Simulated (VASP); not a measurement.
## Ru: single point with PBE

Ru:

```xyz
1
Lattice="0.0000 1.9694 1.6876 1.9694 0.0000 1.6876 1.9694 1.9694 0.0000" Properties=species:S:1:pos:R:3 pbc="T T T"
Ru    0.0000    0.0000    0.0000
```

This cell differs from its parent crystal: volume 13.091 Å^3 an atom, c/a of the conventional cell 0.8569.

| Property | Result |
| --- | --- |
| Program | VASP 6.6.1 |
| Task | single point |
| Functional | PBE |
| Potentials or basis | VASP PAW PBE potentials, release 64 (Ru_pv) |
| Cutoff | 520 eV |
| k mesh | 22 × 22 × 22 |
| Occupations | gaussian, width 0.15 eV |
| Spin | no spin polarisation |

```yaml
Pressure: 22.6 GPa
Band_gap_on_the_k_mesh: zero (band 7 reaches 15.86 eV, above the bottom of band 8 at 11.69 eV)
```

Stress tensor (GPa, compression positive):
```
 8.41  0.00  0.00
 0.00  8.41  0.00
 0.00  0.00 51.11
```

Levels at points of the mesh, in eV from the Fermi level:
```csv
k point,band 3,band 4,band 5,band 6,band 7,band 8,band 9,band 10,band 11,band 12
"(0.00, 0.00, 0.00)",-42.48,-8.21,-3.21,-3.21,-1.49,-1.46,0.56,10.48,15.39,19.09
"(0.50, 0.00, 0.00)",-42.53,-6.47,-3.93,-1.73,1.05,1.15,2.35,10.46,10.68,14.33
"(0.50, 0.50, 0.00)",-43.14,-6.87,-6.51,1.78,2.33,2.33,6.23,10.48,11.90,11.90
"(0.50, 0.00, 0.50)",-42.68,-6.74,-6.00,1.40,1.45,2.62,2.87,10.48,12.82,13.47
```

Wall time 3.2 min on 1 thread of AMD EPYC 7R43 64-Core Processor (Zen 3) (shared host), peak memory 0.2 GiB.
